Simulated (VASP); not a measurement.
WC:

```
W C
1.0
     2.90650    0.00000    0.00000
    -1.45325    2.51710    0.00000
     0.00000    0.00000    2.83660
W C
1 1
Cartesian
  0.0000 0.0000 0.0000
  1.4533 0.8390 1.4183
```

Base run:

* Program: VASP 6.6.1
* Functional: LDA
* Potentials or basis: VASP PAW LDA potentials, release 64 (W_sv, C)
* Cutoff: 520 eV
* k mesh: 10 × 10 × 9
* Occupations: fermi-dirac, width 0.05 eV
* Spin: non-collinear spin, zero start, spin-orbit coupling
* Starting moments: [[0.0, 0.0, 0.0], [0.0, 0.0, 0.0]] μB

Its results: pressure -6.6 GPa; net moment 0.00 μB per cell.

Question: The run is repeated on the same cell with these changes: functional from LDA to PBE; potentials or basis from VASP PAW LDA potentials, release 64 (W_sv, C) to VASP PAW PBE potentials, release 64 (W_sv, C). What comes out?

Answer: Pressure 7.4 GPa; net moment 0.00 μB per cell.

Caveats: the cell stands under tension (at least some runs); the cell stands under pressure (at least some runs).
